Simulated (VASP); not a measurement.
# TaN (P6/mmm) in VASP: notebook

The runs below take TaN through single point, with r2SCAN.

Everything below comes from runs of VASP 6.6.1. Logs are shortened: lines on timing, memory, paths and dates and some standing lists are left out, and cuts for length are marked.

**1. The cell of the first run**

It takes space group P6/mmm (No. 191, hexagonal). The conventional cell has a = 5.030 Å, b = 5.030 Å, c = 2.974 Å, α = 90.00°, β = 90.00°, γ = 120.00°. Within 3.3 Å of Ta (site symmetry 6/mmm) lie 6 N at 2.51 Å and 14 Ta at 2.97 to 3.26 Å. Ta (site symmetry -6m2) has 6 N at 2.08 Å and 5 Ta at 2.90 to 2.97 Å within 3.0 Å. N (site symmetry mmm) has 6 Ta at 2.08 to 2.51 Å and 4 N at 2.51 Å within 2.8 Å.

**2. Single point, r2SCAN (biaxial strain in the a-b plane: -4.0 %)**

Input file POSCAR:

```
TaN
1.0
    5.0297128823      0.0000000000      0.0000000000
   -2.5148564411      4.3558591298      0.0000000000
    0.0000000000      0.0000000000      2.9744917276
Ta N
3 3
Direct
    0.0000000000      0.0000000000      0.0000000000
    0.3333333333      0.6666666667      0.5000000000
    0.6666666667      0.3333333333      0.5000000000
    0.5000000000      0.0000000000      0.0000000000
    0.5000000000      0.5000000000      0.0000000000
    0.0000000000      0.5000000000      0.0000000000
```

Input file INCAR.step1:

```
SYSTEM = TaN
ALGO = Normal
EDIFF = 1E-4
ENCUT = 520
GGA = PE
ISMEAR = 0
LASPH = .True.
LCHARG = .False.
LREAL = .False.
LWAVE = .True.
NBANDS = 33
NELM = 60
PREC = Accurate
SIGMA = 0.1
```

Input file INCAR.step2:

```
SYSTEM = TaN
ALGO = Normal
EDIFF = 1E-6
ENCUT = 520
ISIF = 2
ISMEAR = 0
ISTART = 1
LASPH = .True.
LCHARG = .True.
LELF = .True.
LMIXTAU = .True.
LREAL = .False.
LVHAR = .True.
LWAVE = .False.
METAGGA = R2SCAN
NBANDS = 33
NELM = 60
PREC = Accurate
SIGMA = 0.1
```

Input file KPOINTS:

```
k-points
0
Gamma
  12 12 12
  0 0 0
```

Potentials or basis: VASP PAW PBE potentials, release 64 (Ta_pv, N).

The run is started by

```bash
cat potpaw_PBE.64/Ta_pv/POTCAR potpaw_PBE.64/N/POTCAR > POTCAR
cp INCAR.step1 INCAR
mpirun -np 1 vasp_std > vasp.out
cp INCAR.step2 INCAR
mpirun -np 1 vasp_std > vasp.out
```

OUTCAR:

```text
SYSTEM = TaN
   EDIFF = 1E-6
   ENCUT = 520
   ISIF = 2
   ISMEAR = 0
   ISTART = 1
   LASPH = .True.
   LREAL = .False.
   METAGGA = R2SCAN
   NELM = 60
   PREC = Accurate

 ion  position               nearest neighbor table
   1  0.000  0.000  0.000-   6 2.51   6 2.51   4 2.51   4 2.51   5 2.51   5 2.51   3 3.26   3 3.26
                             2 3.26   2 3.26   2 3.26   3 3.26   2 3.26   3 3.26   2 3.26   3 3.26
   2  0.333  0.667  0.500-   4 2.08   4 2.08   6 2.08   6 2.08   5 2.08   5 2.08   3 2.90   3 2.90
                             3 2.90   1 3.26   1 3.26   1 3.26   1 3.26   1 3.26   1 3.26
   3  0.667  0.333  0.500-   4 2.08   4 2.08   6 2.08   6 2.08   5 2.08   5 2.08   2 2.90   2 2.90
                             2 2.90   1 3.26   1 3.26   1 3.26   1 3.26   1 3.26   1 3.26
   4  0.500  0.000  0.000-   2 2.08   3 2.08   2 2.08   3 2.08   1 2.51   1 2.51
   5  0.500  0.500  0.000-   2 2.08   3 2.08   2 2.08   3 2.08   1 2.51   1 2.51
   6  0.000  0.500  0.000-   2 2.08   3 2.08   2 2.08   3 2.08   1 2.51   1 2.51

  LATTYP: Found a hexagonal cell.
 ALAT       =     5.0297128823
 C/A-ratio  =     0.5913840009

  Lattice vectors:

 A1 = (   5.0297128823,   0.0000000000,   0.0000000000)
 A2 = (  -2.5148564411,   4.3558591298,   0.0000000000)
 A3 = (   0.0000000000,   0.0000000000,   2.9744917276)

Analysis of symmetry for initial positions (statically):
=====================================================================
 Subroutine PRICEL returns:
 Original cell was already a primitive cell.

 Routine SETGRP: Setting up the symmetry group for a
 hexagonal supercell.

 Subroutine GETGRP returns: Found 24 space group operations
 (whereof 24 operations were pure point group operations)
 out of a pool of 24 trial point group operations.

The static configuration has the point symmetry D_6h.

Analysis of symmetry for dynamics (positions and initial velocities):
=====================================================================
 Subroutine PRICEL returns:
 Original cell was already a primitive cell.

 Routine SETGRP: Setting up the symmetry group for a
 hexagonal supercell.

 Subroutine GETGRP returns: Found 24 space group operations
 (whereof 24 operations were pure point group operations)
 out of a pool of 24 trial point group operations.

The dynamic configuration has the point symmetry D_6h.

 Subroutine INISYM returns: Found 24 space group operations
 (whereof 24 operations are pure point group operations),
 and found     1 'primitive' translations

----------------------------------------------------------------------------------------

                                     Primitive cell

  volume of cell :      65.1673

  direct lattice vectors                    reciprocal lattice vectors
     5.029712882  0.000000000  0.000000000     0.198818506  0.114787918  0.000000000
    -2.514856441  4.355859130  0.000000000     0.000000000  0.229575836  0.000000000
     0.000000000  0.000000000  2.974491728     0.000000000  0.000000000  0.336191891

  length of vectors
     5.029712882  5.029712882  2.974491728     0.229575836  0.229575836  0.336191891

  position of ions in fractional coordinates (direct lattice)
     0.000000000  0.000000000  0.000000000
     0.333333333  0.666666667  0.500000000
     0.666666667  0.333333333  0.500000000
     0.500000000  0.000000000  0.000000000
     0.500000000  0.500000000  0.000000000
     0.000000000  0.500000000  0.000000000

  ion indices of the primitive-cell ions
   primitive index   ion index
                 1           1
                 2           2
                 3           3
                 4           4
                 5           5
                 6           6

----------------------------------------------------------------------------------------

 KPOINTS: k-points

Automatic generation of k-mesh.
 Grid dimensions read from file:
 generate k-points for:   12   12   12

 Generating k-lattice:

  Cartesian coordinates                     Fractional coordinates (reciprocal lattice)
     0.016568209  0.009565660  0.000000000     0.083333333  0.000000000  0.000000000
     0.000000000  0.019131320  0.000000000     0.000000000  0.083333333  0.000000000
     0.000000000  0.000000000  0.028015991     0.000000000  0.000000000  0.083333333

  Length of vectors
     0.019131320  0.019131320  0.028015991

  Shift w.r.t. Gamma in fractional coordinates (k-lattice)
     0.000000000  0.000000000  0.000000000

 Subroutine IBZKPT returns following result:
 ===========================================

 Found    133 irreducible k-points:

 Following reciprocal coordinates:
            Coordinates               Weight
  0.000000  0.000000  0.000000      1.000000
  0.083333  0.000000  0.000000      6.000000
  0.166667  0.000000  0.000000      6.000000
  0.250000  0.000000  0.000000      6.000000
  0.333333  0.000000  0.000000      6.000000
  0.416667  0.000000  0.000000      6.000000
[... 16 lines left out ...]
  0.250000  0.000000  0.083333     12.000000
  0.333333  0.000000  0.083333     12.000000
 [... further k-points ...]
   k-points           NKPTS =    133   k-points in BZ     NKDIM =    133   number of bands    NBANDS=     33
   number of dos      NEDOS =    301   number of ions     NIONS =      6
   total plane-waves  NPLWV =  38400
   dimension x,y,z NGX =    40 NGY =   40 NGZ =   24
   dimension x,y,z NGXF=    80 NGYF=   80 NGZF=   48
   ions per type =               3   3
   NGX,Y,Z   is equivalent  to a cutoff of  13.22, 13.22, 13.41 a.u.
   NGXF,Y,Z  is equivalent  to a cutoff of  26.44, 26.44, 26.83 a.u.
 SYSTEM =  TaN
   PREC   = accura    normal or accurate (medium, high low for compatibility)
   ISTART =      1    job   : 0-new  1-cont  2-samecut
   ICHARG =      0    charge: 1-file 2-atom 10-const
   ISPIN  =      1    spin polarized calculation?
   LNONCOLLINEAR =      F non collinear calculations
   LSORBIT =      F    spin-orbit coupling
   LASPH  =      T    aspherical Exc in radial PAW
   ENCUT  =  520.0 eV  38.22 Ry    6.18 a.u.   9.35  9.35  5.53*2*pi/ulx,y,z
   NELM   =     60;   NELMIN=  2; NELMDL=  0     # of ELM steps
   EDIFF  = 0.1E-05   stopping-criterion for ELM
   LREAL  =      F    real-space projection
   EDIFFG = 0.1E-04   stopping-criterion for IOM
   NSW    =      0    number of steps for IOM
   IBRION =     -1    ionic relax: 0-MD 1-quasi-New 2-CG
   NFREE  =      0    steps in history (QN), initial steepest desc. (CG)
   ISIF   =      2    stress and relaxation
   ISYM   =      2    0-nonsym 1-usesym 2-fastsym
   POTIM  = 0.5000    time-step for ionic-motion
   TEBEG  =    0.0;   TEEND  =   0.0 temperature during run
   PSTRESS=    0.0 pullay stress
   NELECT =      48.0000    total number of electrons
   NUPDOWN=      -1.0000    fix difference up-down
   EMIN   =  10.00;   EMAX   =-10.00  energy-range for DOS
   EFERMI =   0.00;   METHOD = LEGACY
   ISMEAR =     0;   SIGMA  =   0.10  broadening in eV -4-tet -1-fermi 0-gaus
   EFERMI_NEDOS =   21; number of points for ismear=-14 and -15
   IALGO  =     38    algorithm
   IMIX   =      4    mixing-type and parameters
     AMIX     =   0.40;   BMIX     =  1.00
     AMIX_MAG =   1.60;   BMIX_MAG =  1.00
  volume/ion in A,a.u.               =      10.86        73.30
  Fermi-wavevector in a.u.,A,eV,Ry     =   1.478468  2.793900 29.740542  2.185868
  Thomas-Fermi vector in A             =   2.592745
   LORBIT       =      0    0 simple, 1 ext, 2 COOP (PROOUT), +10 PAW based schemes
   METAGGA = R2SCAN    functional components
   LHFCALC =     F    Hartree Fock is set to
   AEXX    =    0.0000 exact exchange contribution
   IVDW    =     0    specifies the selected vdW correction
   LEPSILON=     F    determine dielectric tensor
   LRPA    =     F    only Hartree local field effects (RPA)
 non-spin polarized calculation
 Gauss-broadening in eV      SIGMA  =   0.10
  energy-cutoff  :      520.00
  volume of cell :       65.17
 maximum number of plane-waves:      1776
 NGX is ok and might be reduce to    40
   NGX = 19   NGY = 19   NGZ = 11

 number of electron      48.0000004 magnetization

 Free energy of the ion-electron system (eV)
  ---------------------------------------------------
  ext. energy  EPLUGINS =         0.00000000
  ---------------------------------------------------
  free energy    TOTEN  =      -178.00047167 eV

  energy without entropy =     -177.99463609  energy(sigma->0) =     -177.99755388

 E-fermi :   8.6059     XC(G=0): -14.3178

 val. band max:        8.5837809286   @ k =   0.3333   0.0000   0.1667
 cond. band min:       8.6128254425   @ k =   0.1667   0.0000   0.4167
 fundamental gap:      0.0290445139
 Fermi energy:         8.6058771083

 k-point     1 :       0.0000    0.0000    0.0000
  band No.  band energies     occupation
      1     -28.9774      2.00000
      2     -28.9774      2.00000
      3     -28.5160      2.00000
      4     -28.5160      2.00000
      5     -28.3512      2.00000
      6     -28.1587      2.00000
[... 25 lines left out ...]
     32      12.0112      0.00000
     33      12.1579      0.00000

 k-point     2 :       0.0833    0.0000    0.0000
  band No.  band energies     occupation
      1     -28.9859      2.00000
      2     -28.9752      2.00000
      3     -28.5042      2.00000
      4     -28.5037      2.00000
      5     -28.3481      2.00000
      6     -28.1748      2.00000
[... 25 lines left out ...]
     32      12.0487      0.00000
     33      12.1496      0.00000
[... 754 lines left out ...]
     32      12.2961      0.00000
     33      12.6455      0.00000

 k-point    24 :       0.3333    0.0000    0.0833
  band No.  band energies     occupation
      1     -29.0445      2.00000
      2     -28.8914      2.00000
      3     -28.4789      2.00000
      4     -28.3822      2.00000
      5     -28.3770      2.00000
      6     -28.2674      2.00000
[... 25 lines left out ...]
     32      12.5963      0.00000
     33      12.6299      0.00000

 [... further k-points ...]

------------------------ aborting loop because EDIFF is reached ----------------------------------------

  FORCE on cell =-STRESS in cart. coord.  units (eV):
  Direction    XX          YY          ZZ          XY          YZ          ZX
  --------------------------------------------------------------------------------------
  -------------------------------------------------------------------------------------
  Total        9.8927320      9.8927320      1.4605801      0.0000000     -0.0000000      0.0000000
  in kB      243.2187440    243.2187440     35.9092375      0.0000000     -0.0000000      0.0000000
  external PRESSURE =     174.1155752 kB  Pullay stress =       0.0000000 kB

 VOLUME and BASIS-vectors are now :
 -----------------------------------------------------------------------------
  energy-cutoff  :      520.00
  volume of cell :       65.17
      direct lattice vectors                 reciprocal lattice vectors
     5.029712882  0.000000000  0.000000000     0.198818506  0.114787918  0.000000000
    -2.514856441  4.355859130  0.000000000     0.000000000  0.229575836  0.000000000
     0.000000000  0.000000000  2.974491728     0.000000000  0.000000000  0.336191891

 POSITION                                       TOTAL-FORCE (eV/Angst)
 -----------------------------------------------------------------------------------
      0.00000      0.00000      0.00000        -0.000000      0.000000     -0.000000
     -0.00000      2.90391      1.48725         0.000000     -0.000000     -0.000000
      2.51486      1.45195      1.48725        -0.000000      0.000000      0.000000
      2.51486      0.00000      0.00000        -0.000000      0.000000     -0.000000
      1.25743      2.17793      0.00000        -0.000000      0.000000     -0.000000
     -1.25743      2.17793      0.00000        -0.000000      0.000000     -0.000000
 -----------------------------------------------------------------------------------
    total drift:                               -0.000000      0.000000     -0.000000

  FREE ENERGIE OF THE ION-ELECTRON SYSTEM (eV)
  ---------------------------------------------------
  free  energy   TOTEN  =      -178.0004716720 eV

  energy  without entropy=     -177.9946360948  energy(sigma->0) =     -177.99755388
```

Run time: 7 min. Hardware: 1 thread of Intel Xeon 6975P-C (Granite Rapids), shared host; peak memory 0.35 GiB.

Results:

```yaml
Free_energy: -178.0005 eV
Pressure: 17.4 GPa
Band_gap_on_the_k_mesh: zero (bands 24 and 25 overlap by 1.79 eV)
```

Levels at points of the mesh, in eV from the Fermi level:
```
           k point  band 22  band 23  band 24  band 25  band 26  band 27
(0.00, 0.00, 0.00)    -2.49    -1.75    -1.07    -1.07     0.49     0.49
(0.50, 0.00, 0.00)    -2.73    -1.71    -0.32     1.83     1.87     1.92
(0.00, 0.00, 0.50)    -3.04    -1.97     0.72     1.15     1.15     2.51
(0.50, 0.00, 0.50)    -3.48    -2.67    -1.18     1.24     1.70     2.68
```

Caveat: the cell differs from its parent crystal (biaxial strain in the a-b plane: -4.0 %); the cell stands under pressure; the PAW data sets were made with another functional, which shifts forces and pressure a little; spin-orbit coupling is left out, which moves the levels of the heavy elements.

(Part 1 of 2 ends here.)
